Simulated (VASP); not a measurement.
Write the native input for VASP 6.6.1 that does the following.

```yaml
Task: single point
Functional: LDA
Potentials_or_basis: VASP PAW LDA potentials, release 64 (Re)
Cutoff: 520 eV
k_mesh: 11 × 11 × 11
Occupations: fermi-dirac, width 0.1 eV
Spin: no spin polarisation
Dipole_correction: no
Further_INCAR_settings: ALGO = Normal; EDIFF = 1e-06; NBANDS = 14
```

The structure of Re lies in POSCAR:

```
Re
1.0
    0.0000000000      2.7808411420      2.7808411420
    2.7808411420      0.0000000000      2.7808411420
    2.7808411420      2.7808411420      0.0000000000
Re
2
Direct
    0.1250000000      0.1250000000      0.1250000000
    0.8750000000      0.8750000000      0.8750000000
```

This isn't the form of Re at room conditions, which is hcp.

The input as run:

INCAR

```
SYSTEM = Re
PREC     = Accurate       ! precision mode
ENCUT    = 520            ! plane-wave cutoff, eV
EDIFF    = 1E-6           ! SCF threshold, eV
ISMEAR   = -1             ! smearing method
SIGMA    = 0.1            ! smearing width, eV
LREAL    = .False.        ! projectors in reciprocal space
LASPH    = .True.         ! aspherical terms in the spheres
NELM     = 80             ! most SCF steps
ALGO     = Normal         ! electronic algorithm
ISIF     = 2              ! what is computed and relaxed
LWAVE    = .False.        ! write WAVECAR
LCHARG   = .False.        ! write CHGCAR
GGA      = CA             ! functional
NBANDS   = 14             ! bands
```

KPOINTS

```
regular mesh
0
Gamma
  11 11 11
  0 0 0
```

Potentials or basis: VASP PAW LDA potentials, release 64 (Re).

The run is started by

```sh
$ cat potpaw_LDA.64/Re/POTCAR > POTCAR
$ mpirun -np 1 vasp_std > vasp.out
```

Results of the run:

```yaml
Pressure: -1.6 GPa
Band_gap_on_the_k_mesh: zero (bands 7 and 8 overlap by 1.17 eV)
```

Caveat: spin-orbit coupling is left out, which moves the levels of the heavy elements.

It took 25 s on 1 thread of Intel(R) Xeon(R) Platinum 8488C (Sapphire Rapids), with other jobs on the host, peak memory 0.16 GiB.
